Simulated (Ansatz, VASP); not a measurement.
**Si2Ge: VASP beside Ansatz**

```
Si Ge
1.0
    -1.96368    1.96368    8.28418
     1.96368   -1.96368    8.28418
     1.96368    1.96368   -8.28418
Si Ge
4 2
Direct
  0.08472 0.58472 0.50000
  0.41528 0.91528 0.50000
  0.66528 0.66528 0.00000
  0.33472 0.33472 0.00000
  0.00000 0.00000 0.00000
  0.75000 0.25000 0.50000
```

Alike in both runs: functional PBE; k mesh 6 × 6 × 6; occupations gaussian, width 0.2 eV; no spin polarisation.

Ansatz relaxed the structure, and its values are those at the end. VASP's run is a single point on that final structure, the one shown.

|  | VASP | Ansatz |
| --- | --- | --- |
| version | VASP 6.6.1 | Ansatz 0.2.0 |
| potentials or method | VASP PAW PBE potentials, release 64 (Si, Ge_d), cutoff 520 eV | scalar-relativistic, plane waves, PAW |
| valence electrons in the cell | 44 | 44 |

```csv
,VASP,Ansatz,Ansatz less VASP
gap on the k mesh at the Fermi level (eV),0.47,0.47,-0.003
least direct gap on the mesh (eV),0.47,0.47,-0.003
pressure (GPa),0.4,0.5,+0.08
rms of the force components (eV/Å),0.014,0.014,+0.0004
```
